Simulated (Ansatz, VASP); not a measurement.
**One calculation of Sb, two programs**

```
Sb
1.0
     0.00000    2.30500    2.23585
     2.30500    0.00000    2.23585
     2.30500    2.30500    0.00000
Sb
1
Direct
  0.00000 0.00000 0.00000
```

Change from the starting cell: zz strain of -3 %.

Alike in both runs: task single point; functional PBE; k mesh 12 × 12 × 12; occupations fermi-dirac, width 0.05 eV; no spin polarisation.

|  | VASP | Ansatz |
| --- | --- | --- |
| version | VASP 6.6.1 | Ansatz 0.2.0 |
| potentials or method | VASP PAW PBE potentials, release 64 (Sb), cutoff 520 eV | all-electron LAPW, scalar-relativistic |

|  | VASP | Ansatz | Ansatz less VASP |
| --- | --- | --- | --- |
| pressure (GPa) | 11.8 | 12.0 | +0.12 |
| traceless stress, the component that is largest in VASP (GPa) | -0.10 | -0.12 | -0.016 |

Ansatz ran all-electron here, and VASP with PAW potentials.

Neither program's run includes spin-orbit coupling.
